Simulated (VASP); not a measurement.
# MgSn2N2 in VASP: notebook

MgSn2N2 is run at these levels: PBE; tasks: single point.

All numbers are computed with VASP 6.6.1; they aren't measurements. Logs are shortened: lines on timing, memory, paths and dates and some standing lists are left out, and cuts for length are marked.

### 1 The cell of the first run

Symmetry: P-4m2, No. 115, tetragonal system. The conventional cell has a = 3.361 Å, b = 3.361 Å, c = 8.188 Å, α = 90.00°, β = 90.00°, γ = 90.00°. Sn (site symmetry 2mm) has 2 N at 2.11 Å within 2.8 Å. Within 2.8 Å of Mg (site symmetry -4m2) lie 4 N at 2.09 Å. Within 2.8 Å of N (site symmetry 2mm) lie 2 Mg at 2.09 Å and 2 Sn at 2.11 Å.

### 2 Single point, PBE

File INCAR:

```
PREC = Accurate
ENCUT = 520
EDIFF = 1E-6
ISMEAR = -1
SIGMA = 0.05
LREAL = F
LASPH = T
NELM = 100
ALGO = Normal
ISIF = 2
LWAVE = F
LCHARG = T
GGA = PE
LELF = T
LVHAR = T
NBANDS = 28
```

File KPOINTS:

```
Automatic mesh
0
Gamma
  8 8 4
```

File POSCAR:

```
MgSn2N2
1.0
    3.3605490000      0.0000000000      0.0000000000
    0.0000000000      3.3605490000      0.0000000000
    0.0000000000      0.0000000000      8.1883940000
Sn Mg N
2 1 2
Direct
    0.0000000000      0.0000000000      0.3078630000
    0.0000000000      0.0000000000      0.6921370000
    0.5000000000      0.5000000000      0.0000000000
    0.5000000000      0.0000000000      0.8473020000
    0.0000000000      0.5000000000      0.1526980000
```

Potentials or basis: VASP PAW PBE potentials, release 64 (Sn_d, Mg, N).

Command:

```
cat potpaw_PBE.64/Sn_d/POTCAR potpaw_PBE.64/Mg/POTCAR potpaw_PBE.64/N/POTCAR > POTCAR
mpirun -np 1 vasp_std > vasp.out
```

OUTCAR:

```text
PREC = Accurate
   ENCUT = 520
   EDIFF = 1E-6
   ISMEAR = -1
   LREAL = F
   LASPH = T
   NELM = 100
   ISIF = 2
   GGA = PE

 ion  position               nearest neighbor table
   1  0.000  0.000  0.308-   5 2.11   5 2.11   2 3.15   3 3.46   3 3.46   3 3.46   3 3.46
   2  0.000  0.000  0.692-   4 2.11   4 2.11   1 3.15   3 3.46   3 3.46   3 3.46   3 3.46
   3  0.500  0.500  0.000-   4 2.09   5 2.09   4 2.09   5 2.09   1 3.46   2 3.46   1 3.46   1 3.46
                             2 3.46   2 3.46   1 3.46   2 3.46
   4  0.500  0.000  0.847-   3 2.09   3 2.09   2 2.11   2 2.11
   5  0.000  0.500  0.153-   3 2.09   3 2.09   1 2.11   1 2.11

  LATTYP: Found a simple tetragonal cell.
 ALAT       =     3.3605490000
 C/A-ratio  =     2.4366238969

  Lattice vectors:

 A1 = (   3.3605490000,   0.0000000000,   0.0000000000)
 A2 = (   0.0000000000,   3.3605490000,   0.0000000000)
 A3 = (   0.0000000000,   0.0000000000,   8.1883940000)

Analysis of symmetry for initial positions (statically):
=====================================================================
 Subroutine PRICEL returns:
 Original cell was already a primitive cell.

 Routine SETGRP: Setting up the symmetry group for a
 simple tetragonal supercell.

 Subroutine GETGRP returns: Found  8 space group operations
 (whereof  8 operations were pure point group operations)
 out of a pool of 16 trial point group operations.

The static configuration has the point symmetry D_2d.

Analysis of symmetry for dynamics (positions and initial velocities):
=====================================================================
 Subroutine PRICEL returns:
 Original cell was already a primitive cell.

 Routine SETGRP: Setting up the symmetry group for a
 simple tetragonal supercell.

 Subroutine GETGRP returns: Found  8 space group operations
 (whereof  8 operations were pure point group operations)
 out of a pool of 16 trial point group operations.

The dynamic configuration has the point symmetry D_2d.

 Subroutine INISYM returns: Found  8 space group operations
 (whereof  8 operations are pure point group operations),
 and found     1 'primitive' translations

----------------------------------------------------------------------------------------

                                     Primitive cell

  volume of cell :      92.4739

  direct lattice vectors                    reciprocal lattice vectors
     3.360549000  0.000000000  0.000000000     0.297570427  0.000000000  0.000000000
     0.000000000  3.360549000  0.000000000     0.000000000  0.297570427  0.000000000
     0.000000000  0.000000000  8.188394000     0.000000000  0.000000000  0.122124070

  length of vectors
     3.360549000  3.360549000  8.188394000     0.297570427  0.297570427  0.122124070

  position of ions in fractional coordinates (direct lattice)
     0.000000000  0.000000000  0.307863000
     0.000000000  0.000000000  0.692137000
     0.500000000  0.500000000  0.000000000
     0.500000000  0.000000000  0.847302000
     0.000000000  0.500000000  0.152698000

  ion indices of the primitive-cell ions
   primitive index   ion index
                 1           1
                 2           2
                 3           3
                 4           4
                 5           5

----------------------------------------------------------------------------------------

 KPOINTS: Automatic mesh

Automatic generation of k-mesh.
 Grid dimensions read from file:
 generate k-points for:    8    8    4

 Generating k-lattice:

  Cartesian coordinates                     Fractional coordinates (reciprocal lattice)
     0.037196303  0.000000000  0.000000000     0.125000000  0.000000000  0.000000000
     0.000000000  0.037196303  0.000000000     0.000000000  0.125000000  0.000000000
     0.000000000  0.000000000  0.030531017     0.000000000  0.000000000  0.250000000

  Length of vectors
     0.037196303  0.037196303  0.030531017

  Shift w.r.t. Gamma in fractional coordinates (k-lattice)
     0.000000000  0.000000000  0.000000000

 Subroutine IBZKPT returns following result:
 ===========================================

 Found     45 irreducible k-points:

 Following reciprocal coordinates:
            Coordinates               Weight
  0.000000  0.000000  0.000000      1.000000
  0.125000  0.000000  0.000000      4.000000
  0.250000  0.000000  0.000000      4.000000
  0.375000  0.000000  0.000000      4.000000
  0.500000  0.000000  0.000000      2.000000
  0.125000  0.125000  0.000000      4.000000
[... 16 lines left out ...]
  0.375000  0.125000  0.250000     16.000000
  0.500000  0.125000  0.250000      8.000000
 [... further k-points ...]
   k-points           NKPTS =     45   k-points in BZ     NKDIM =     45   number of bands    NBANDS=     28
   number of dos      NEDOS =    301   number of ions     NIONS =      5
   total plane-waves  NPLWV =  50176
   dimension x,y,z NGX =    28 NGY =   28 NGZ =   64
   dimension x,y,z NGXF=    56 NGYF=   56 NGZF=  128
   ions per type =               2   1   2
   NGX,Y,Z   is equivalent  to a cutoff of  13.85, 13.85, 12.99 a.u.
   NGXF,Y,Z  is equivalent  to a cutoff of  27.70, 27.70, 25.99 a.u.
 SYSTEM =  unknown system
   PREC   = accura    normal or accurate (medium, high low for compatibility)
   ISTART =      0    job   : 0-new  1-cont  2-samecut
   ICHARG =      2    charge: 1-file 2-atom 10-const
   ISPIN  =      1    spin polarized calculation?
   LNONCOLLINEAR =      F non collinear calculations
   LSORBIT =      F    spin-orbit coupling
   LASPH  =      T    aspherical Exc in radial PAW
   ENCUT  =  520.0 eV  38.22 Ry    6.18 a.u.   6.25  6.25 15.22*2*pi/ulx,y,z
   NELM   =    100;   NELMIN=  2; NELMDL= -5     # of ELM steps
   EDIFF  = 0.1E-05   stopping-criterion for ELM
   LREAL  =      F    real-space projection
   EDIFFG = 0.1E-04   stopping-criterion for IOM
   NSW    =      0    number of steps for IOM
   IBRION =     -1    ionic relax: 0-MD 1-quasi-New 2-CG
   NFREE  =      0    steps in history (QN), initial steepest desc. (CG)
   ISIF   =      2    stress and relaxation
   ISYM   =      2    0-nonsym 1-usesym 2-fastsym
   POTIM  = 0.5000    time-step for ionic-motion
   TEBEG  =    0.0;   TEEND  =   0.0 temperature during run
   PSTRESS=    0.0 pullay stress
   NELECT =      40.0000    total number of electrons
   NUPDOWN=      -1.0000    fix difference up-down
   EMIN   =  10.00;   EMAX   =-10.00  energy-range for DOS
   EFERMI =   0.00;   METHOD = LEGACY
   ISMEAR =    -1;   SIGMA  =   0.05  broadening in eV -4-tet -1-fermi 0-gaus
   EFERMI_NEDOS =   21; number of points for ismear=-14 and -15
   IALGO  =     38    algorithm
   IMIX   =      4    mixing-type and parameters
     AMIX     =   0.40;   BMIX     =  1.00
     AMIX_MAG =   1.60;   BMIX_MAG =  1.00
  volume/ion in A,a.u.               =      18.49       124.81
  Fermi-wavevector in a.u.,A,eV,Ry     =   1.238098  2.339666 20.856196  1.532887
  Thomas-Fermi vector in A             =   2.372638
   LORBIT       =      0    0 simple, 1 ext, 2 COOP (PROOUT), +10 PAW based schemes
   GGA     = PE    functional components
   LHFCALC =     F    Hartree Fock is set to
   AEXX    =    0.0000 exact exchange contribution
   IVDW    =     0    specifies the selected vdW correction
   LEPSILON=     F    determine dielectric tensor
   LRPA    =     F    only Hartree local field effects (RPA)
 non-spin polarized calculation
  energy-cutoff  :      520.00
  volume of cell :       92.47
 maximum number of plane-waves:      2514
 NGX is ok and might be reduce to    28
   NGX = 13   NGY = 13   NGZ = 31

 number of electron      40.0000006 magnetization

 Free energy of the ion-electron system (eV)
  ---------------------------------------------------
  ext. energy  EPLUGINS =         0.00000000
  ---------------------------------------------------
  free energy    TOTEN  =       -26.08336512 eV

  energy without entropy =      -26.06081711  energy(sigma->0) =      -26.07209111

 E-fermi :   5.4511     XC(G=0):  -9.8114

 val. band max:        5.4424403337   @ k =   0.2500   0.1250   0.5000
 cond. band min:       5.4722922261   @ k =   0.2500   0.2500   0.2500
 fundamental gap:      0.0298518925
 Fermi energy:         5.4510863818

 k-point     1 :       0.0000    0.0000    0.0000
  band No.  band energies     occupation
      1     -15.9077      2.00000
      2     -15.9065      2.00000
      3     -15.7648      2.00000
      4     -15.7057      2.00000
      5     -15.7057      2.00000
      6     -15.6601      2.00000
[... 20 lines left out ...]
     27      13.1440      0.00000
     28      13.4034      0.00000

 k-point     2 :       0.1250    0.0000    0.0000
  band No.  band energies     occupation
      1     -15.8914      2.00000
      2     -15.8907      2.00000
      3     -15.7606      2.00000
      4     -15.7193      2.00000
      5     -15.7048      2.00000
      6     -15.6701      2.00000
[... 20 lines left out ...]
     27      13.2460      0.00000
     28      13.6600      0.00000

 k-point     3 :       0.2500    0.0000    0.0000
  band No.  band energies     occupation
      1     -15.8646      2.00000
      2     -15.8537      2.00000
      3     -15.7792      2.00000
      4     -15.7176      2.00000
      5     -15.7028      2.00000
      6     -15.6900      2.00000
[... 20 lines left out ...]
     27      13.4740      0.00000
     28      13.9345      0.00000

 k-point     4 :       0.3750    0.0000    0.0000
  band No.  band energies     occupation
      1     -15.8613      2.00000
      2     -15.8228      2.00000
      3     -15.8042      2.00000
      4     -15.7118      2.00000
      5     -15.7009      2.00000
      6     -15.6868      2.00000
[... 578 lines left out ...]
     27      13.1648      0.00000
     28      14.3202      0.00000

 k-point    23 :       0.3750    0.1250    0.2500
  band No.  band energies     occupation
      1     -15.8565      2.00000
      2     -15.8066      2.00000
      3     -15.7894      2.00000
      4     -15.7108      2.00000
      5     -15.7085      2.00000
      6     -15.6802      2.00000
[... 20 lines left out ...]
     27      12.9056      0.00000
     28      13.8173      0.00000

 k-point    24 :       0.5000    0.1250    0.2500
  band No.  band energies     occupation
      1     -15.8686      2.00000
      2     -15.7982      2.00000
      3     -15.7876      2.00000
      4     -15.7179      2.00000
      5     -15.7050      2.00000
      6     -15.6754      2.00000
[... 20 lines left out ...]
     27      13.2342      0.00000
     28      13.4539      0.00000

 [... further k-points ...]

------------------------ aborting loop because EDIFF is reached ----------------------------------------

  FORCE on cell =-STRESS in cart. coord.  units (eV):
  Direction    XX          YY          ZZ          XY          YZ          ZX
  --------------------------------------------------------------------------------------
  -------------------------------------------------------------------------------------
  Total        0.1982262      0.1982262     -0.2919515      0.0000000     -0.0000000      0.0000000
  in kB        3.4344117      3.4344117     -5.0582708      0.0000000     -0.0000000      0.0000000
  external PRESSURE =       0.6035176 kB  Pullay stress =       0.0000000 kB

 VOLUME and BASIS-vectors are now :
 -----------------------------------------------------------------------------
  energy-cutoff  :      520.00
  volume of cell :       92.47
      direct lattice vectors                 reciprocal lattice vectors
     3.360549000  0.000000000  0.000000000     0.297570427  0.000000000  0.000000000
     0.000000000  3.360549000  0.000000000     0.000000000  0.297570427  0.000000000
     0.000000000  0.000000000  8.188394000     0.000000000  0.000000000  0.122124070

 POSITION                                       TOTAL-FORCE (eV/Angst)
 -----------------------------------------------------------------------------------
      0.00000      0.00000      2.52090        -0.000000      0.000000      0.092602
      0.00000      0.00000      5.66749         0.000000      0.000000     -0.092602
      1.68027      1.68027      0.00000        -0.000000     -0.000000      0.000000
      1.68027      0.00000      6.93804        -0.000000      0.000000      0.151372
      0.00000      1.68027      1.25035        -0.000000      0.000000     -0.151372
 -----------------------------------------------------------------------------------
    total drift:                               -0.000000     -0.000000     -0.000000

  FREE ENERGIE OF THE ION-ELECTRON SYSTEM (eV)
  ---------------------------------------------------
  free  energy   TOTEN  =       -26.0833651200 eV

  energy  without entropy=      -26.0608171065  energy(sigma->0) =      -26.07209111
```

Wall time 3.4 min (1 thread of Intel Xeon 8259CL, shared host); peak memory 0.28 GiB.

What came out:

| Property | Result |
| --- | --- |
| Free energy | -26.0834 eV |
| Pressure | 0.1 GPa |
| Largest force | 0.151 eV/Å |
| Band gap on the k mesh | zero (bands 20 and 21 overlap by 1.38 eV) |

Forces in eV/Å, atoms in the order of the input:
```
Sn   0.000  0.000  0.093
Sn   0.000  0.000 -0.093
Mg   0.000  0.000  0.000
N    0.000  0.000  0.151
N    0.000  0.000 -0.151
```

Caveat: spin-orbit coupling is left out, which moves the levels of the heavy elements.

### 3 Single point, PBE (atoms moved at random)

File INCAR:

```
  PREC = Accurate
  ENCUT = 520
  EDIFF = 1E-6
  ISMEAR = -1
  SIGMA = 0.05
  LREAL = False
  LASPH = True
  NELM = 60
  ALGO = Normal
  ISIF = 2
  LWAVE = False
  LCHARG = False
  GGA = PE
  NBANDS = 28
```

KPOINTS is that of step 2.

File POSCAR:

```
MgSn2N2
1.0
    3.3605490000      0.0000000000      0.0000000000
    0.0000000000      3.3605490000      0.0000000000
    0.0000000000      0.0000000000      8.1883940000
Sn Mg N
2 1 2
Direct
   -0.0094400000     -0.0097240000      0.3038980000
    0.0093740000     -0.0094640000      0.6873460000
    0.4993090000      0.5034090000      0.0057220000
    0.4988520000     -0.0167320000      0.8489170000
   -0.0021200000      0.4927940000      0.1517930000
```

Potentials or basis: VASP PAW PBE potentials, release 64 (Sn_d, Mg, N).

Command:

```
cat potpaw_PBE.64/Sn_d/POTCAR potpaw_PBE.64/Mg/POTCAR potpaw_PBE.64/N/POTCAR > POTCAR
mpirun -np 1 vasp_std > vasp.out
```

It took 8.8 min on 1 thread of Intel Xeon 8259CL, shared host; peak memory 0.45 GiB.

It converged, with:

```yaml
Free_energy: -26.0293 eV
Pressure: 0.0 GPa
Largest_force: 0.758 eV/Å
Band_gap_on_the_k_mesh: zero (bands 20 and 21 overlap by 1.28 eV)
```

Forces on the atoms (eV/Å):
```
Sn  -0.036  0.113  0.481
Sn  -0.299  0.019  0.569
Mg  -0.041 -0.437 -0.618
N    0.304  0.395 -0.286
N    0.072 -0.090 -0.145
```

Stress tensor (GPa, compression positive):
```
-0.36 -0.02  0.92
-0.02  1.15 -0.38
 0.92 -0.38 -0.69
```

Levels at points of the mesh, in eV from the Fermi level:
```csv
k point,band 17,band 18,band 19,band 20,band 21,band 22,band 23,band 24
"(0.00, 0.00, 0.00)",-2.11,-1.72,-1.37,0.17,0.88,3.07,5.75,5.75
"(0.50, 0.00, 0.00)",-2.13,-2.06,-0.87,-0.25,-0.11,2.33,4.40,6.27
"(0.00, 0.50, 0.00)",-2.10,-1.64,-1.30,-0.25,-0.15,2.49,4.49,6.18
"(0.50, 0.50, 0.00)",-3.17,-2.56,-2.41,-1.32,-1.11,1.52,4.05,4.29
"(0.00, 0.00, 0.50)",-1.78,-1.74,-1.67,-1.39,1.78,3.56,5.84,5.85
"(0.50, 0.00, 0.50)",-2.99,-2.12,-0.87,-0.60,0.72,2.60,3.79,6.27
"(0.00, 0.50, 0.50)",-3.02,-1.65,-1.30,-0.62,0.66,2.80,4.02,6.06
"(0.50, 0.50, 0.50)",-3.25,-2.57,-2.00,-1.07,-0.91,0.88,3.13,3.44
```

Caveat: the cell differs from its parent crystal (atoms moved at random); spin-orbit coupling is left out, which moves the levels of the heavy elements.
